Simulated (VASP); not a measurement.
Write the native input for VASP 6.6.1 that does the following.

```
Task                   : relaxation of the atoms
Functional             : LDA
Potentials or basis    : VASP PAW LDA potentials, release 64 (Si, C)
Cutoff                 : 520 eV
k mesh                 : 10 × 10 × 10
Occupations            : gaussian, width 0.02 eV
Spin                   : no spin polarisation
Dipole correction      : no
Further INCAR settings : ALGO = Normal; EDIFF = 1e-07; IBRION = 2; EDIFFG = -0.002; NSW = 60
```

The structure of SiC lies in POSCAR:

```
SiC
1.0
    0.0000000000      2.1861290539      2.1514973065
    2.1861290539      0.0000000000      2.1514973065
    2.1861290539      2.1861290539      0.0000000000
Si C
1 1
Direct
    0.0000000000      0.0000000000      0.0000000000
    0.2500000000      0.2500000000      0.2500000000
```

This cell differs from its parent crystal: strained cell.

These files were run (other wordings do the same):

INCAR

```
SYSTEM = SiC
  PREC = Accurate
  ENCUT = 520
  EDIFF = 1E-7
  ISMEAR = 0
  SIGMA = 0.02
  LREAL = .FALSE.
  LASPH = .TRUE.
  NELM = 120
  ALGO = Normal
  ISIF = 2
  LWAVE = .FALSE.
  LCHARG = .FALSE.
  IBRION = 2
  NSW = 60
  EDIFFG = -0.002
  GGA_COMPAT = .FALSE.
  NELMIN = 4
```

KPOINTS

```
Automatic mesh
0
G
  10 10 10
  0 0 0
```

Potentials or basis: VASP PAW LDA potentials, release 64 (Si, C).

Run with:

```bash
$ cat potpaw_LDA.64/Si/POTCAR potpaw_LDA.64/C/POTCAR > POTCAR
$ mpirun -np 1 vasp_std > vasp.out
```

It gave:

The pressure after relaxing is -2.7 GPa and the band gap on the k mesh is 1.13 eV (least direct gap 4.48 eV).

Caveat: the cell differs from its parent crystal (strained cell); the relaxation stopped at its first step, so nothing moved.

Wall time 5.6 s on 1 thread of Intel(R) Xeon(R) 6975P-C (Granite Rapids), on a shared host, peak memory 0.13 GiB.
